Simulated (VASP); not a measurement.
TiN (titanium nitride), 2 atoms in the cell. It takes space group Fm-3m (No. 225, cubic). Conventional cell: a = 4.244 Å, b = 4.244 Å, c = 4.244 Å, α = 90.00°, β = 90.00°, γ = 90.00°. Ti (site symmetry m-3m) has 6 N at 2.12 Å within 2.8 Å. Within 2.8 Å of N (site symmetry m-3m) lie 6 Ti at 2.12 Å. 

| Item | Value |
| --- | --- |
| Program | VASP 6.6.1 |
| Task | relaxation of cell and atoms |
| Functional | LDA |
| Potentials or basis | VASP PAW LDA potentials, release 64 (Ti_sv, N) |
| Cutoff | 600 eV |
| k mesh | 16 × 16 × 16 |
| Occupations | gaussian, width 0.1 eV |
| Spin | no spin polarisation |
| Dipole correction | no |
| Further INCAR settings | ALGO = Normal; EDIFF = 1e-06; IBRION = 2; EDIFFG = -0.002; NSW = 80; ISIF = 3 |

Potentials or basis: VASP PAW LDA potentials, release 64 (Ti_sv, N).

Launch:

```bash
$ cat potpaw_LDA.64/Ti_sv/POTCAR potpaw_LDA.64/N/POTCAR > POTCAR
$ mpirun -np 1 vasp_std > vasp.out
```

Hardware: 1 thread of Intel(R) Xeon(R) Platinum 8259CL CPU @ 2.50GHz (Skylake/Cascade Lake), with other jobs on the host.

Estimate the wall time of this run.

It took 98 s on 1 thread of Intel(R) Xeon(R) Platinum 8259CL CPU @ 2.50GHz (Skylake/Cascade Lake) (shared host), peak memory 0.18 GiB. Counts: scf iterations 65, k points 145, ion steps 7.
